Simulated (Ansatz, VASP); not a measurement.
MnB6: VASP beside Ansatz

```
CELL_PARAMETERS angstrom
2.54118 -2.92285 0.00000
2.54118 2.92285 0.00000
0.00000 0.00000 3.62015
ATOMIC_POSITIONS crystal
Mn 0.00000 0.00000 0.00000
B 0.50000 0.00000 0.25386
B 0.00000 0.50000 0.74614
B 0.50000 0.00000 0.74614
B 0.00000 0.50000 0.25386
B 0.80154 0.80154 0.50000
B 0.19846 0.19846 0.50000
```

Alike in both runs: functional PBE; k mesh 8 × 8 × 8; occupations gaussian, width 0.1 eV; no spin polarisation.

Ansatz relaxed the structure, and its values are those at the end. VASP's run is a single point on that final structure, the one shown.

|  | VASP | Ansatz |
| --- | --- | --- |
| version | VASP 6.6.1 | Ansatz 0.2.0 |
| potentials or method | VASP PAW PBE potentials, release 64 (Mn_pv, B), cutoff 520 eV | scalar-relativistic, plane waves, PAW |
| valence electrons in the cell | 31 | 33 |

|  | VASP | Ansatz | Ansatz less VASP |
| --- | --- | --- | --- |
| gap on the k mesh at the Fermi level (eV) | none | none | - |
| pressure (GPa) | 0.0 | 0.0 | -0.02 |

A gap of «none» marks a metal or a gap that the smearing closes. The functional is the same, so the differences come from potentials, cutoffs and numerics. VASP's potentials hold 31 valence electrons a cell and Ansatz's 33, so a difference there can come from the potentials and not from the codes.
